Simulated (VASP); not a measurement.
A run of VASP 6.6.1:

File INCAR:

```
ALGO = Fast ; EDIFF = 1E-6
ENCUT = 520 ; GGA = PS
ISIF = 2 ; ISMEAR = -1
LASPH = T ; LCHARG = F
LREAL = F ; LWAVE = F
NBANDS = 13 ; NELM = 100
PREC = Accurate ; SIGMA = 0.05
```

KPOINTS

```
k-points
0
Gamma
  10 10 10
```

The input POSCAR:

```
Sn
1.0
   -1.9906182780      1.9906182780      1.6562772121
    1.9906182780     -1.9906182780      1.6562772121
    1.9906182780      1.9906182780     -1.6562772121
Sn
1
Direct
    0.0000000000      0.0000000000      0.0000000000
```

Potentials or basis: VASP PAW PBE potentials, release 64 (Sn_d).

Launch:

```sh
$ cat potpaw_PBE.64/Sn_d/POTCAR > POTCAR
$ mpirun -np 1 vasp_std > vasp.out
```

Hardware: 1 thread of Intel(R) Xeon(R) Platinum 8559C (Emerald Rapids), with other jobs on the host.

Problem. Estimate the wall time of this run.

Solution. Wall time 12 s on 1 thread of Intel(R) Xeon(R) Platinum 8559C (Emerald Rapids) (shared host), peak memory 0.15 GiB. Counts: scf iterations 12, k points 102.
